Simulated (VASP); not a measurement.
# Cr (I4/mmm) in VASP: a series of runs

Cr is run at these levels: PBE; tasks: single point.

Program: VASP 6.6.1. These are calculated values, not measurements. Logs are shortened: lines on timing, memory, paths and dates and some standing lists are left out, and cuts for length are marked.

## Step 1: The cell of the first run

Symmetry: I4/mmm, No. 139, tetragonal system. The conventional cell has a = 3.237 Å, b = 3.237 Å, c = 2.289 Å, α = 90.00°, β = 90.00°, γ = 90.00°. Within 3.0 Å of Cr (site symmetry 4/mmm) lie 10 Cr at 2.29 to 2.56 Å.

## Step 2: Single point, PBE

INCAR reads:

```
ALGO     = Fast           # electronic algorithm
EDIFF    = 1E-6           # SCF threshold, eV
ENCUT    = 520            # plane-wave cutoff, eV
GGA      = PE             # functional
ISIF     = 2              # what is computed and relaxed
ISMEAR   = 0              # smearing method
LASPH    = True           # aspherical terms in the spheres
LCHARG   = False          # write CHGCAR
LREAL    = False          # projectors in reciprocal space
LWAVE    = False          # write WAVECAR
NBANDS   = 12             # bands
NELM     = 100            # most SCF steps
PREC     = Accurate       # precision mode
SIGMA    = 0.15           # smearing width, eV
```

KPOINTS reads:

```
k-points
0
Gamma
  26 26 26
```

POSCAR reads:

```
Cr
1.0
   -1.6186156311      1.6186156311      1.1443612512
    1.6186156311     -1.6186156311      1.1443612512
    1.6186156311      1.6186156311     -1.1443612512
Cr
1
Direct
    0.0000000000      0.0000000000      0.0000000000
```

Potentials or basis: VASP PAW PBE potentials, release 64 (Cr_pv).

The run is started by

```bash
> cat potpaw_PBE.64/Cr_pv/POTCAR > POTCAR
> mpirun -np 1 vasp_std > vasp.out
```

OUTCAR:

```text
EDIFF = 1E-6
   ENCUT = 520
   GGA = PE
   ISIF = 2
   ISMEAR = 0
   LASPH = True
   LREAL = False
   NELM = 100
   PREC = Accurate

 ion  position               nearest neighbor table
   1  0.000  0.000  0.000-

  LATTYP: Found a body centered tetragonal cell.
 ALAT       =     3.2372312622
 C/A-ratio  =     0.7070000000

  Lattice vectors:

 A1 = (  -1.6186156311,   1.6186156311,   1.1443612512)
 A2 = (   1.6186156311,  -1.6186156311,   1.1443612512)
 A3 = (   1.6186156311,   1.6186156311,  -1.1443612512)

Analysis of symmetry for initial positions (statically):
=====================================================================
 Subroutine PRICEL returns:
 Original cell was already a primitive cell.

 Routine SETGRP: Setting up the symmetry group for a
 body centered tetragonal supercell.

 Subroutine GETGRP returns: Found 16 space group operations
 (whereof 16 operations were pure point group operations)
 out of a pool of 16 trial point group operations.

The static configuration has the point symmetry D_4h.

Analysis of symmetry for dynamics (positions and initial velocities):
=====================================================================
 Subroutine PRICEL returns:
 Original cell was already a primitive cell.

 Routine SETGRP: Setting up the symmetry group for a
 body centered tetragonal supercell.

 Subroutine GETGRP returns: Found 16 space group operations
 (whereof 16 operations were pure point group operations)
 out of a pool of 16 trial point group operations.

The dynamic configuration has the point symmetry D_4h.

 Subroutine INISYM returns: Found 16 space group operations
 (whereof 16 operations are pure point group operations),
 and found     1 'primitive' translations

----------------------------------------------------------------------------------------

                                     Primitive cell

  volume of cell :      11.9925

  direct lattice vectors                    reciprocal lattice vectors
    -1.618615631  1.618615631  1.144361251     0.000000000  0.308905950  0.436924965
     1.618615631 -1.618615631  1.144361251     0.308905950  0.000000000  0.436924965
     1.618615631  1.618615631 -1.144361251     0.308905950  0.308905950  0.000000000

  length of vectors
     2.559178735  2.559178735  2.559178735     0.535094675  0.535094675  0.436858985

  position of ions in fractional coordinates (direct lattice)
     0.000000000  0.000000000  0.000000000

  ion indices of the primitive-cell ions
   primitive index   ion index
                 1           1

----------------------------------------------------------------------------------------

 KPOINTS: k-points

Automatic generation of k-mesh.
 Grid dimensions read from file:
 generate k-points for:   26   26   26

 Generating k-lattice:

  Cartesian coordinates                     Fractional coordinates (reciprocal lattice)
     0.000000000  0.011880998  0.016804806     0.038461538  0.000000000  0.000000000
     0.011880998  0.000000000  0.016804806     0.000000000  0.038461538  0.000000000
     0.011880998  0.011880998  0.000000000     0.000000000  0.000000000  0.038461538

  Length of vectors
     0.020580564  0.020580564  0.016802269

  Shift w.r.t. Gamma in fractional coordinates (k-lattice)
     0.000000000  0.000000000  0.000000000

 Subroutine IBZKPT returns following result:
 ===========================================

 Found   1330 irreducible k-points:

 Following reciprocal coordinates:
            Coordinates               Weight
  0.000000  0.000000  0.000000      1.000000
  0.038462 -0.000000  0.000000      8.000000
  0.076923 -0.000000  0.000000      8.000000
  0.115385 -0.000000  0.000000      8.000000
  0.153846 -0.000000  0.000000      8.000000
  0.192308 -0.000000  0.000000      8.000000
[... 16 lines left out ...]
  0.346154  0.038462  0.000000     16.000000
  0.384615  0.038462  0.000000     16.000000
 [... further k-points ...]
   k-points           NKPTS =   1330   k-points in BZ     NKDIM =   1330   number of bands    NBANDS=     12
   number of dos      NEDOS =    301   number of ions     NIONS =      1
   total plane-waves  NPLWV =   8000
   dimension x,y,z NGX =    20 NGY =   20 NGZ =   20
   dimension x,y,z NGXF=    40 NGYF=   40 NGZF=   40
   ions per type =               1
   NGX,Y,Z   is equivalent  to a cutoff of  12.99, 12.99, 12.99 a.u.
   NGXF,Y,Z  is equivalent  to a cutoff of  25.98, 25.98, 25.98 a.u.
 SYSTEM =  unknown system
   PREC   = accura    normal or accurate (medium, high low for compatibility)
   ISTART =      0    job   : 0-new  1-cont  2-samecut
   ICHARG =      2    charge: 1-file 2-atom 10-const
   ISPIN  =      1    spin polarized calculation?
   LNONCOLLINEAR =      F non collinear calculations
   LSORBIT =      F    spin-orbit coupling
   LASPH  =      T    aspherical Exc in radial PAW
   ENCUT  =  520.0 eV  38.22 Ry    6.18 a.u.   4.76  4.76  4.76*2*pi/ulx,y,z
   NELM   =    100;   NELMIN=  2; NELMDL= -5     # of ELM steps
   EDIFF  = 0.1E-05   stopping-criterion for ELM
   LREAL  =      F    real-space projection
   EDIFFG = 0.1E-04   stopping-criterion for IOM
   NSW    =      0    number of steps for IOM
   IBRION =     -1    ionic relax: 0-MD 1-quasi-New 2-CG
   NFREE  =      0    steps in history (QN), initial steepest desc. (CG)
   ISIF   =      2    stress and relaxation
   ISYM   =      2    0-nonsym 1-usesym 2-fastsym
   POTIM  = 0.5000    time-step for ionic-motion
   TEBEG  =    0.0;   TEEND  =   0.0 temperature during run
   PSTRESS=    0.0 pullay stress
   NELECT =      12.0000    total number of electrons
   NUPDOWN=      -1.0000    fix difference up-down
   EMIN   =  10.00;   EMAX   =-10.00  energy-range for DOS
   EFERMI =   0.00;   METHOD = LEGACY
   ISMEAR =     0;   SIGMA  =   0.15  broadening in eV -4-tet -1-fermi 0-gaus
   EFERMI_NEDOS =   21; number of points for ismear=-14 and -15
   IALGO  =     68    algorithm
   IMIX   =      4    mixing-type and parameters
     AMIX     =   0.40;   BMIX     =  1.00
     AMIX_MAG =   1.60;   BMIX_MAG =  1.00
  volume/ion in A,a.u.               =      11.99        80.93
  Fermi-wavevector in a.u.,A,eV,Ry     =   1.637439  3.094310 36.480015  2.681205
  Thomas-Fermi vector in A             =   2.728578
   LORBIT       =      0    0 simple, 1 ext, 2 COOP (PROOUT), +10 PAW based schemes
   GGA     = PE    functional components
   LHFCALC =     F    Hartree Fock is set to
   AEXX    =    0.0000 exact exchange contribution
   IVDW    =     0    specifies the selected vdW correction
   LEPSILON=     F    determine dielectric tensor
   LRPA    =     F    only Hartree local field effects (RPA)
 non-spin polarized calculation
 RMM-DIIS sequential band-by-band and
 Gauss-broadening in eV      SIGMA  =   0.15
  energy-cutoff  :      520.00
  volume of cell :       11.99
 maximum number of plane-waves:       337
   NGX =  9   NGY =  9   NGZ =  9

 number of electron      11.9999999 magnetization

 Free energy of the ion-electron system (eV)
  ---------------------------------------------------
  ext. energy  EPLUGINS =         0.00000000
  ---------------------------------------------------
  free energy    TOTEN  =        -9.02121622 eV

  energy without entropy =       -9.00967669  energy(sigma->0) =       -9.01544645

 E-fermi :  10.5731     XC(G=0): -13.3971

 val. band max:       10.5704884077   @ k =  -0.2692  -0.4231   0.1538
 cond. band min:      10.5757311947   @ k =  -0.2692  -0.3077   0.0769
 fundamental gap:      0.0052427870
 Fermi energy:        10.5731147275

 k-point     1 :       0.0000    0.0000    0.0000
  band No.  band energies     occupation
      1     -32.2973      2.00000
      2     -32.2973      2.00000
      3     -31.7545      2.00000
      4       2.8146      2.00000
      5       8.1027      2.00000
      6       9.2030      2.00000
      7      11.4699      0.00000
      8      11.4699      0.00000
      9      12.3326      0.00000
     10      17.7888      0.00000
     11      29.6043      0.00000
     12      29.6043      0.00000

 k-point     2 :       0.0385   -0.0000    0.0000
  band No.  band energies     occupation
      1     -32.3003      2.00000
      2     -32.2996      2.00000
      3     -31.7739      2.00000
      4       2.8904      2.00000
      5       8.1298      2.00000
      6       9.2477      2.00000
      7      11.4252      0.00000
      8      11.4283      0.00000
      9      12.3111      0.00000
     10      17.7888      0.00000
     11      29.6327      0.00000
     12      29.6498      0.00000

 k-point     3 :       0.0769   -0.0000    0.0000
  band No.  band energies     occupation
      1     -32.3098      2.00000
      2     -32.3063      2.00000
      3     -31.8305      2.00000
      4       3.1146      2.00000
      5       8.2061      2.00000
      6       9.3773      2.00000
      7      11.2989      0.00000
      8      11.3135      0.00000
      9      12.2517      0.00000
     10      17.7888      0.00000
     11      29.7004      0.00000
     12      29.7748      0.00000

 k-point     4 :       0.1154   -0.0000    0.0000
  band No.  band energies     occupation
      1     -32.3267      2.00000
      2     -32.3170      2.00000
      3     -31.9186      2.00000
      4       3.4769      2.00000
      5       8.3146      2.00000
      6       9.5750      2.00000
      7      11.1200      0.00000
      8      11.1555      0.00000
      9      12.1657      0.00000
     10      17.7887      0.00000
     11      29.7621      0.00000
     12      29.9466      0.00000

 k-point     5 :       0.1538   -0.0000    0.0000
  band No.  band energies     occupation
      1     -32.3544      2.00000
      2     -32.3311      2.00000
      3     -32.0278      2.00000
      4       3.9579      2.00000
      5       8.4229      2.00000
      6       9.7953      2.00000
      7      10.9592      0.00027
      8      11.0045      0.00005
      9      12.0630      0.00000
     10      17.7886      0.00000
     11      29.7616      0.00000
     12      30.1181      0.00000
[... 228 lines left out ...]
      1     -32.7243      2.00000
      2     -32.3868      2.00000
      3     -32.3126      2.00000
      4       6.0199      2.00000
      5       8.2140      2.00000
      6      10.0041      2.00000
      7      11.2968      0.00000
      8      11.6058      0.00000
      9      12.1445      0.00000
     10      17.7881      0.00000
     11      27.4877      0.00000
     12      28.9000      0.00000

 k-point    22 :       0.3077    0.0385    0.0000
  band No.  band energies     occupation
      1     -32.8572      2.00000
      2     -32.4056      2.00000
      3     -32.3333      2.00000
      4       6.3025      2.00000
      5       7.9997      2.00000
      6      10.3724      1.94155
      7      11.5113      0.00000
      8      11.6901      0.00000
      9      12.6561      0.00000
     10      17.7877      0.00000
     11      25.9825      0.00000
     12      28.3693      0.00000

 k-point    23 :       0.3462    0.0385    0.0000
  band No.  band energies     occupation
      1     -32.9717      2.00000
      2     -32.4220      2.00000
      3     -32.3497      2.00000
      4       6.4048      2.00000
      5       7.7956      2.00000
      6      10.9422      0.00050
      7      11.4500      0.00000
      8      12.1120      0.00000
      9      13.1420      0.00000
     10      17.7871      0.00000
     11      24.5665      0.00000
     12      27.8062      0.00000

 k-point    24 :       0.3846    0.0385    0.0000
  band No.  band energies     occupation
      1     -33.0600      2.00000
      2     -32.4355      2.00000
      3     -32.3622      2.00000
      4       6.4033      2.00000
      5       7.6288      2.00000
      6      11.2863      0.00000
      7      11.6887      0.00000
      8      12.5387      0.00000
      9      13.5592      0.00000
     10      17.7860      0.00000
     11      23.3073      0.00000
     12      27.2866      0.00000

 [... further k-points ...]
[... 5 lines left out ...]
  --------------------------------------------------------------------------------------
  -------------------------------------------------------------------------------------
  Total       -0.6269737     -0.6269737      2.0356636      0.0000000      0.0000000      0.0000000
  in kB      -83.7624365    -83.7624365    271.9606076      0.0000000      0.0000000      0.0000000
  external PRESSURE =      34.8119115 kB  Pullay stress =       0.0000000 kB

 VOLUME and BASIS-vectors are now :
 -----------------------------------------------------------------------------
  energy-cutoff  :      520.00
  volume of cell :       11.99
      direct lattice vectors                 reciprocal lattice vectors
    -1.618615631  1.618615631  1.144361251     0.000000000  0.308905950  0.436924965
     1.618615631 -1.618615631  1.144361251     0.308905950  0.000000000  0.436924965
     1.618615631  1.618615631 -1.144361251     0.308905950  0.308905950  0.000000000

 POSITION                                       TOTAL-FORCE (eV/Angst)
 -----------------------------------------------------------------------------------
      0.00000      0.00000      0.00000         0.000000      0.000000      0.000000
 -----------------------------------------------------------------------------------
    total drift:                               -0.000000     -0.000000      0.000000

  FREE ENERGIE OF THE ION-ELECTRON SYSTEM (eV)
  ---------------------------------------------------
  free  energy   TOTEN  =        -9.0212162216 eV

  energy  without entropy=       -9.0096766851  energy(sigma->0) =       -9.01544645
```

Run time: 4.2 min. Hardware: 1 thread of AMD EPYC 7R43 (Zen 3), shared host; peak memory 0.24 GiB.

Results:

| Property | Result |
| --- | --- |
| Free energy | -9.0212 eV |
| Pressure | 3.5 GPa |
| Band gap on the k mesh | zero (band 6 reaches 13.09 eV, above the bottom of band 7 at 9.26 eV) |

Stress tensor (GPa, compression positive):
```
-8.38  0.00  0.00
 0.00 -8.38  0.00
 0.00  0.00 27.20
```

Caveat: the run has no spin polarisation, though such a crystal can be magnetic. Spin polarisation is off, so any magnetic state and its effect on volume and gap are missing.

## Step 3: Single point, PBE

INCAR reads:

```
SYSTEM = Cr
PREC = Accurate ; ENCUT = 520
EDIFF = 1E-7 ; ISMEAR = 0
SIGMA = 0.15 ; LREAL = .FALSE.
LASPH = .TRUE. ; NELM = 80
ALGO = Fast ; ISIF = 2
LWAVE = .FALSE. ; LCHARG = .FALSE.
GGA = PE ; NBANDS = 12
```

KPOINTS reads:

```
regular mesh
0
G
  26 26 26
  0 0 0
```

POSCAR reads:

```
Cr
1.0
   -1.5222193075      1.5222193075      1.2938864114
    1.5222193075     -1.5222193075      1.2938864114
    1.5222193075      1.5222193075     -1.2938864114
Cr
1
Direct
    0.0000000000      0.0000000000      0.0000000000
```

Potentials or basis: VASP PAW PBE potentials, release 64 (Cr_pv).

The run is started by

```bash
> cat potpaw_PBE.64/Cr_pv/POTCAR > POTCAR
> mpirun -np 1 vasp_std > vasp.out
```

It took 3.7 min on 1 thread of AMD EPYC 7R43 (Zen 3), shared host; peak memory 0.24 GiB.

The run converged. Its results:

```
Free energy            : -9.3131 eV
Pressure               : -5.5 GPa
Band gap on the k mesh : zero (band 6 reaches 12.77 eV, above the bottom of band 7 at 9.51 eV)
```

Stress tensor (GPa, compression positive):
```
-18.52   0.00   0.00
  0.00 -18.52   0.00
  0.00   0.00  20.45
```

Levels at points of the mesh, in eV from the Fermi level:
```
           k point  band 4  band 5  band 6  band 7  band 8  band 9
(0.00, 0.00, 0.00)   -7.67   -1.60   -0.15   -0.15    0.24    1.68
(0.50, 0.00, 0.00)   -4.19   -2.68    1.00    1.72    2.30    2.67
(0.50, 0.50, 0.00)   -4.11   -1.08    0.13    0.17    1.05    2.67
(0.50, 0.50, 0.50)   -4.24   -3.78    2.37    2.37    2.58    7.20
```

Caveat: the run has no spin polarisation, though such a crystal can be magnetic.

[end of part 1 of 2]
